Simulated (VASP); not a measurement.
A run of VASP 6.6.1:

The input POSCAR:

```
TiB
1.0
    6.2223215773      0.0000000000      0.0000000000
    0.0000000000      3.0998445920      0.0000000000
    0.0000000000      0.0000000000      4.6573139370
Ti B
4 4
Direct
    0.1782685541      0.2500000000      0.1241814628
    0.8217314459      0.7500000000      0.8758185372
    0.3217314459      0.7500000000      0.6241814628
    0.6782685541      0.2500000000      0.3758185372
    0.0294057196      0.2500000000      0.5970693902
    0.9705942804      0.7500000000      0.4029306098
    0.4705942804      0.7500000000      0.0970693902
    0.5294057196      0.2500000000      0.9029306098
```

INCAR.step1

```
PREC = Accurate
ENCUT = 520
ISMEAR = 0
SIGMA = 0.1
LREAL = False
LASPH = True
NELM = 60
NBANDS = 40
GGA = PE
ALGO = Normal
EDIFF = 1E-4
LWAVE = True
LCHARG = False
```

INCAR.step2

```
PREC = Accurate
ENCUT = 520
EDIFF = 1E-6
ISMEAR = 0
SIGMA = 0.1
LREAL = False
LASPH = True
NELM = 60
ALGO = Normal
ISIF = 2
LWAVE = False
LCHARG = False
METAGGA = R2SCAN
LMIXTAU = True
NBANDS = 40
ISTART = 1
```

The input KPOINTS:

```
regular mesh
0
Gamma
  6 12 8
```

Potentials or basis: VASP PAW PBE potentials, release 64 (Ti_sv, B).

Run with:

```bash
$ cat potpaw_PBE.64/Ti_sv/POTCAR potpaw_PBE.64/B/POTCAR > POTCAR
$ cp INCAR.step1 INCAR
$ mpirun -np 1 vasp_std > vasp.out
$ cp INCAR.step2 INCAR
$ mpirun -np 1 vasp_std > vasp.out
```

Hardware: 1 thread of AMD EPYC 7R13 (shared host).

Problem. How long does it take, and how much memory?

Solution. Run time: 19 min on 1 thread of AMD EPYC 7R13 (shared host), peak memory 0.47 GiB. Counts: k points 140.
